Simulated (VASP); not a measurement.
Input of a VASP 6.6.1 run:

INCAR

```
PREC     = Accurate       # precision mode
ENCUT    = 500            # plane-wave cutoff, eV
EDIFF    = 1E-6           # SCF threshold, eV
ISMEAR   = 0              # smearing method
SIGMA    = 0.02           # smearing width, eV
LREAL    = False          # projectors in reciprocal space
LASPH    = True           # aspherical terms in the spheres
NELM     = 120            # most SCF steps
ALGO     = Normal         # electronic algorithm
ISIF     = 2              # what is computed and relaxed
LWAVE    = False          # write WAVECAR
LCHARG   = False          # write CHGCAR
GGA      = PE             # functional
NBANDS   = 14             # bands
GGA_COMPAT= False
```

File KPOINTS:

```
Automatic mesh
0
Gamma
  8 8 8
```

File POSCAR:

```
NaCl
1.0
    0.0000000000      2.8483759994      2.8483759994
    2.8483759994      0.0000000000      2.8483759994
    2.8483759994      2.8483759994      0.0000000000
Na Cl
1 1
Direct
    0.0000000000      0.0000000000      0.0000000000
    0.5000000000      0.5000000000      0.5000000000
```

Potentials or basis: VASP PAW PBE potentials, release 64 (Na_pv, Cl).

Run with:

```bash
$ cat potpaw_PBE.64/Na_pv/POTCAR potpaw_PBE.64/Cl/POTCAR > POTCAR
$ mpirun -np 1 vasp_std > vasp.out
```

(1) What does it give for the band gap on the k mesh?

(2) Predict the pressure.

## Answers

(1) 4.99 eV, direct.

(2) -0.1 GPa.
